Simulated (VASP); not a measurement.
# From an Ansatz input to VASP: BeTe (strained zincblende)

Ansatz input

```yaml
crystal:
  lattice:
    - [0.0, 2.8569098617, 2.8569098617]
    - [2.8569098617, 0.0, 2.8569098617]
    - [2.8569098617, 2.8569098617, 0.0]
  atoms:
    - { symbol: Be, position: [0.0, 0.0, 0.0] }
    - { symbol: Te, position: [0.25, 0.25, 0.25] }
kpoints:
  mp_grid: { grid: [8, 8, 8] }
  band_path:
    path:
      - [0.0, 0.0, 0.0]
      - [-0.5, -0.5, 0.0]
      - [-0.375, -0.375, 0.25]
      - [-0.375, 0.0, 0.375]
      - [0.0, 0.0, 0.5]
      - [-0.5, -0.25, 0.25]
      - [0.0, 0.5, 0.5]
    npoints: 1
hamiltonian:
  xc: r2scan
scf:
  occupations: { method: fixed }
  n_extra_bands: 4
output:
  forces: true
  stress: true
  eigenvalues: true
```

Write VASP inputs for this cell and level of theory.



INCAR

```
NSW = 0
IBRION = -1
NBANDS = 11
ISMEAR = 0
ALGO = Normal
LASPH = .TRUE.
ISIF = 2
EDIFF = 1E-7
METAGGA = R2SCAN
LREAL = .FALSE.
LWAVE = .FALSE.
LCHARG = .FALSE.
PREC = Accurate
SIGMA = 0.01
NELM = 120
ENCUT = 520
```

KPOINTS

```
KPOINTS created by Atomic Simulation Environment
0
Gamma
8 8 8
0 0 0
```

KPOINTS_OPT

```
special points
7
Reciprocal
0.0000000000 0.0000000000 0.0000000000 1
-0.5000000000 -0.5000000000 0.0000000000 1
-0.3750000000 -0.3750000000 0.2500000000 1
-0.3750000000 0.0000000000 0.3750000000 1
0.0000000000 0.0000000000 0.5000000000 1
-0.5000000000 -0.2500000000 0.2500000000 1
0.0000000000 0.5000000000 0.5000000000 1
```

POSCAR

```
Be Te
 1.0000000000000000
     0.0000000000000000    2.8569098617000002    2.8569098617000002
     2.8569098617000002    0.0000000000000000    2.8569098617000002
     2.8569098617000002    2.8569098617000002    0.0000000000000000
 Be  Te
   1   1
Cartesian
  0.0000000000000000  0.0000000000000000  0.0000000000000000
  1.4284549308499999  1.4284549308499999  1.4284549308499999
```

VASP ran with the recommended PBE PAW datasets (8 valence electrons in the cell). Other inputs would serve too.

|  | Ansatz | VASP |
| --- | --- | --- |
| gap between bands v and c | 2.44 eV | 2.44 eV |
| least direct gap | 4.07 eV | 4.06 eV |
| pressure | -1.7 GPa | -1.5 GPa |

Datasets and cutoffs are each program's own. VASP's cell holds 8 valence electrons and Ansatz's 18. Ansatz's stress includes a Pulay correction; VASP's doesn't.

VASP's potentials hold 8 valence electrons a cell and Ansatz's 18, so a difference between the two programs can come from the potentials and not from the codes.
